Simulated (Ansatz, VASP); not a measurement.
# Two plane-wave programs on PbI2

INCAR

```
SYSTEM = PbI2
PREC = Accurate ; ENCUT = 500
EDIFF = 1E-6 ; ISMEAR = 0
SIGMA = 0.01 ; LREAL = .FALSE.
LASPH = .TRUE. ; NELM = 120
ALGO = Normal ; ISIF = 2
LWAVE = .FALSE. ; LCHARG = .FALSE.
NBANDS = 21 ; GGA_COMPAT = .FALSE.
```

File KPOINTS:

```
Automatic mesh
0
G
  6 6 4
  0 0 0
```

The input POSCAR:

```
PbI2
1.0
    4.5550000000      0.0000000000      0.0000000000
   -2.2775000000      3.9447460000      0.0000000000
    0.0000000000      0.0000000000      6.9770000000
Pb I
1 2
Direct
    0.0000000000      0.0000000000      0.0000000000
    0.3333333333      0.6666666667      0.2650000000
    0.6666666667      0.3333333333      0.7350000000
```

Input for Ansatz:

```yaml
crystal:
  lattice:
    - [4.555, 0.0, 0.0]
    - [-2.2775, 3.944746, 0.0]
    - [0.0, 0.0, 6.977]
  atoms:
    - { symbol: Pb, position: [0.0, 0.0, 0.0] }
    - { symbol: I, position: [0.3333333333333333, 0.6666666666666666, 0.265] }
    - { symbol: I, position: [0.6666666666666666, 0.3333333333333333, 0.735] }
basis:
  ecutwfc: 557.833418042754
kpoints:
  mp_grid:
    grid: [6, 6, 4]
    shift: [0.0, 0.0, 0.0]
hamiltonian:
  xc: lda
scf:
  occupations:
    method: fixed
output:
  forces: true
```

Alike in both runs: task single point; functional LDA; k mesh 6 × 6 × 4; no spin polarisation.

|  | VASP | Ansatz |
| --- | --- | --- |
| version | VASP 6.6.1 | Ansatz 0.2.0 |
| potentials or method | VASP PAW LDA potentials, release 64 (Pb_d, I), cutoff 500 eV | plane waves, PAW |
| occupations | gaussian, width 0.01 eV | fixed |
| valence electrons in the cell | 28 | 48 |

Ansatz gave:

```
rms of the force components (eV/Å) : 0.033
```

Q: Estimate VASP's values.

A: rms of the force components (eV/Å): 0.027.

LDA's correlation is that of Perdew and Zunger in VASP and of Perdew and Wang (1992) in Ansatz. Atom by atom the forces differ by 0.006 eV/Å (rms over components). VASP's potentials hold 28 valence electrons a cell and Ansatz's 48, so a difference there can come from the potentials and not from the codes.

Spin-orbit coupling is off throughout.
